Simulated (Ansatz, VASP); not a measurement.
**One calculation of Y2As, two programs**

```
CELL_PARAMETERS angstrom
1.94336 1.12200 5.86944
-1.94336 1.12200 5.86944
0.00000 -2.24400 5.86944
ATOMIC_POSITIONS crystal
Y 0.75000 0.75000 0.75000
Y 0.25000 0.25000 0.25000
As 0.00000 0.00000 0.00000
```

Alike in both runs: task relaxation of cell and atoms; functional PBE; k mesh 6 × 6 × 6; occupations gaussian, width 0.1 eV; no spin polarisation.

|  | VASP | Ansatz |
| --- | --- | --- |
| version | VASP 6.6.1 | Ansatz 0.2.0 |
| potentials or method | VASP PAW PBE potentials, release 64 (Y_sv, As), cutoff 600 eV | scalar-relativistic, plane waves, PAW |
| valence electrons in the cell | 27 | 37 |

VASP gave:

* gap on the k mesh at the Fermi level, each at its own relaxed structure (eV): none
* relaxed volume (Å³/atom): 29.05
* relaxed cell length with the largest relative difference (Å): 6.696

What did Ansatz give for the same quantities?

gap on the k mesh at the Fermi level, each at its own relaxed structure (eV): none; relaxed volume (Å³/atom): 29.16; relaxed cell length with the largest relative difference (Å): 6.691.

A gap of «none» marks a metal or a gap that the smearing closes. VASP's potentials hold 27 valence electrons a cell and Ansatz's 37, so a difference there can come from the potentials and not from the codes.
